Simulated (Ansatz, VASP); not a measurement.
## Two plane-wave programs on BN

The input POSCAR:

```
BN
1.0
    0.0000000000      1.8048245542      1.8048245542
    1.9082410012      0.0000000000      1.8048245542
    1.9082410012      1.8048245542      0.0000000000
B N
1 1
Direct
    0.0000000000      0.0000000000      0.0000000000
    0.2500000000      0.2500000000      0.2500000000
```

INCAR.step1

```
SYSTEM = BN
ALGO     = Normal         ! electronic algorithm
EDIFF    = 1E-4           ! SCF threshold, eV
ENCUT    = 520            ! plane-wave cutoff, eV
GGA      = PE             ! functional
ISMEAR   = 0              ! smearing method
LASPH    = .True.         ! aspherical terms in the spheres
LCHARG   = .False.        ! write CHGCAR
LREAL    = .False.        ! projectors in reciprocal space
LWAVE    = .True.         ! write WAVECAR
NBANDS   = 11             ! bands
NELM     = 60             ! most SCF steps
PREC     = Accurate       ! precision mode
SIGMA    = 0.01           ! smearing width, eV
```

The input INCAR.step2:

```
SYSTEM = BN
ALGO     = Normal         ! electronic algorithm
EDIFF    = 1E-7           ! SCF threshold, eV
ENCUT    = 520            ! plane-wave cutoff, eV
ISIF     = 2              ! what is computed and relaxed
ISMEAR   = 0              ! smearing method
ISTART   = 1            
LASPH    = .True.         ! aspherical terms in the spheres
LCHARG   = .True.         ! write CHGCAR
LELF     = .True.         ! ELF
LMIXTAU  = .True.       
LREAL    = .False.        ! projectors in reciprocal space
LVHAR    = .True.       
LWAVE    = .False.        ! write WAVECAR
METAGGA  = R2SCAN         ! meta-GGA
NBANDS   = 11             ! bands
NELM     = 60             ! most SCF steps
PREC     = Accurate       ! precision mode
SIGMA    = 0.01           ! smearing width, eV
```

Contents of KPOINTS:

```
k-points
0
Gamma
  12 12 12
  0 0 0
```

Input for Ansatz:

```yaml
crystal:
  lattice:
    - [0.0, 1.8048245542, 1.8048245542]
    - [1.9082410012, 0.0, 1.8048245542]
    - [1.9082410012, 1.8048245542, 0.0]
  atoms:
    - { symbol: B, position: [0.0, 0.0, 0.0] }
    - { symbol: "N", position: [0.25, 0.25, 0.25] }
kpoints:
  mp_grid: { grid: [12, 12, 12] }
  band_path:
    path:
      - [0.0, 0.0, 0.0]
      - [-0.5, -0.5, 0.0]
      - [-0.375, -0.375, 0.25]
      - [-0.375, 0.0, 0.375]
      - [0.0, 0.0, 0.5]
      - [-0.5, -0.25, 0.25]
      - [0.5, 0.0, 0.5]
    npoints: 1
hamiltonian:
  xc: r2scan
scf:
  occupations: { method: fixed }
  n_extra_bands: 4
output:
  forces: true
  stress: true
  eigenvalues: true
```

Change from the starting cell: uniaxial_x strain +5.7%.

Alike in both runs: task single point; functional r2SCAN; k mesh 12 × 12 × 12; no spin polarisation.

```csv
,VASP,Ansatz
version,VASP 6.6.1,Ansatz 0.2.0
potentials or method,"VASP PAW PBE potentials, release 64 (B, N)","plane waves, PAW"
plane-wave cutoff (eV),520,500
occupations,"gaussian, width 0.01 eV",fixed
valence electrons in the cell,8,8
```

Ansatz gave:

| Item | Value |
| --- | --- |
| gap on the k mesh at the Fermi level (eV) | 4.44 |
| pressure (GPa) | -19.7 |
| traceless stress, the component that is largest in VASP (GPa) | -24.54 |

Question: What did VASP give for the same quantities?

Answer: gap on the k mesh at the Fermi level (eV): 4.42; pressure (GPa): -18.8; traceless stress, the component that is largest in VASP (GPa): -24.48.

VASP's potentials were made for PBE, not for r2SCAN.
